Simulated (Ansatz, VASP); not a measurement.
**Two plane-wave programs on LiH**

File POSCAR:

```
LiH
1.0
    0.0000000000      2.1311787168      2.1451220099
    2.1311787168      0.0000000000      2.1451220099
    2.1311787168      2.1311787168      0.0000000000
Li H
1 1
Direct
    0.0000000000      0.0000000000      0.0000000000
    0.2500000000      0.2500000000      0.2500000000
```

Contents of INCAR.step1:

```
SYSTEM = LiH
ALGO     = Normal         ! electronic algorithm
EDIFF    = 1E-5           ! SCF threshold, eV
ENCUT    = 520            ! plane-wave cutoff, eV
GGA      = PE             ! functional
ISIF     = 2              ! what is computed and relaxed
ISMEAR   = 0              ! smearing method
LASPH    = .TRUE.         ! aspherical terms in the spheres
LCHARG   = .FALSE.        ! write CHGCAR
LREAL    = .FALSE.        ! projectors in reciprocal space
LWAVE    = .TRUE.         ! write WAVECAR
NBANDS   = 9              ! bands
NELM     = 80             ! most SCF steps
PREC     = Accurate       ! precision mode
SIGMA    = 0.01           ! smearing width, eV
```

INCAR.step2

```
SYSTEM = LiH
ALGO     = Normal         ! electronic algorithm
EDIFF    = 1E-7           ! SCF threshold, eV
ENCUT    = 520            ! plane-wave cutoff, eV
GGA      = PE             ! functional
HFSCREEN = 0.2079         ! screening, 1/A
ISIF     = 2              ! what is computed and relaxed
ISMEAR   = 0              ! smearing method
ISTART   = 1            
LASPH    = .TRUE.         ! aspherical terms in the spheres
LCHARG   = .FALSE.        ! write CHGCAR
LHFCALC  = .TRUE.         ! exact exchange
LREAL    = .FALSE.        ! projectors in reciprocal space
LWAVE    = .FALSE.        ! write WAVECAR
NBANDS   = 9              ! bands
NELM     = 80             ! most SCF steps
PREC     = Accurate       ! precision mode
PRECFOCK = Normal       
SIGMA    = 0.01           ! smearing width, eV
```

File KPOINTS:

```
k-points
0
G
  8 8 8
  0 0 0
```

Input for Ansatz:

```yaml
crystal:
  lattice:
    - [0.0, 2.1311787168, 2.1451220099]
    - [2.1311787168, 0.0, 2.1451220099]
    - [2.1311787168, 2.1311787168, 0.0]
  atoms:
    - { symbol: Li, position: [0.0, 0.0, 0.0] }
    - { symbol: H, position: [0.25, 0.25, 0.25] }
kpoints:
  mp_grid: { grid: [8, 8, 8] }
  band_path:
    path:
      - [0.0, 0.0, 0.0]
      - [-0.5, -0.5, 0.0]
      - [-0.375, -0.375, 0.25]
      - [-0.375, 0.0, 0.375]
      - [0.0, 0.0, 0.5]
      - [-0.5, -0.25, 0.25]
      - [-0.15, -0.075, 0.425]
    npoints: 1
hamiltonian:
  xc: hse06
scf:
  occupations: { method: fixed }
  n_extra_bands: 4
output:
  forces: true
  stress: true
  eigenvalues: true
```

Change from the starting cell: biaxial_xy strain -0.7%.

Alike in both runs: task single point; functional HSE06; k mesh 8 × 8 × 8; no spin polarisation.

|  | VASP | Ansatz |
| --- | --- | --- |
| version | VASP 6.6.1 | Ansatz 0.2.0 |
| potentials or method | VASP PAW PBE potentials, release 64 (Li_sv, H) | plane waves, PAW |
| plane-wave cutoff (eV) | 520 | 420 |
| occupations | gaussian, width 0.01 eV | fixed |
| valence electrons in the cell | 4 | 4 |

|  | VASP | Ansatz | Ansatz less VASP |
| --- | --- | --- | --- |
| gap on the k mesh at the Fermi level (eV) | 5.25 | 5.25 | 0.000 |

Ansatz's warnings: stress exchange threshold loose, stress scf threshold loose.

Noted on VASP's run: the cutoff is short for stress, so the pressure is rough.
